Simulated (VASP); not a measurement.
A run of VASP 6.6.1:

POSCAR

```
Fe
1.0
    2.4295287504      0.0000000000      0.0000000000
   -1.2147643752      2.1040336171      0.0000000000
    0.0000000000      0.0000000000      3.8420853004
Fe
2
Direct
    0.3333333333      0.6666666667      0.2500000000
    0.6666666667      0.3333333333      0.7500000000
```

File INCAR.step1:

```
PREC = Accurate
ENCUT = 520
EDIFF = 1E-6
ISMEAR = -1
SIGMA = 0.08
LREAL = False
LASPH = True
NELM = 200
ALGO = Normal
ISIF = 2
LWAVE = False
LCHARG = True
ISPIN = 2
MAGMOM = 2.5 2.5
LMAXMIX = 4
GGA = PS
NBANDS = 19
GGA_COMPAT = False
NEDOS = 2001
LORBIT = 11
```

Contents of KPOINTS.step1:

```
Automatic mesh
0
Gamma
  19 19 11
```

Contents of INCAR.step2:

```
PREC = Accurate
ENCUT = 520
EDIFF = 1E-6
ISMEAR = -5
SIGMA = 0.08
LREAL = False
LASPH = True
NELM = 200
ALGO = Normal
ISIF = 2
LWAVE = False
LCHARG = False
ISPIN = 2
MAGMOM = 2.5 2.5
LORBIT = 11
LMAXMIX = 4
GGA = PS
NBANDS = 19
NEDOS = 1001
ICHARG = 11
GGA_COMPAT = False
```

Contents of KPOINTS.step2:

```
Automatic mesh
0
Gamma
  29 29 17
```

Potentials or basis: VASP PAW PBE potentials, release 64 (Fe).

Command:

```bash
$ cat potpaw_PBE.64/Fe/POTCAR > POTCAR
$ cp INCAR.step1 INCAR
$ cp KPOINTS.step1 KPOINTS
$ mpirun -np 1 vasp_std > vasp.out
$ cp INCAR.step2 INCAR
$ cp KPOINTS.step2 KPOINTS
$ mpirun -np 1 vasp_std > vasp.out
```

Hardware: 1 thread of Oxide Virtual Turin-like Processor (shared host).

Question: Estimate the wall time of this run.

Answer: Wall time 9.4 min on 1 thread of Oxide Virtual Turin-like Processor, with other jobs on the host, peak memory 0.51 GiB. Counts: k points 765.
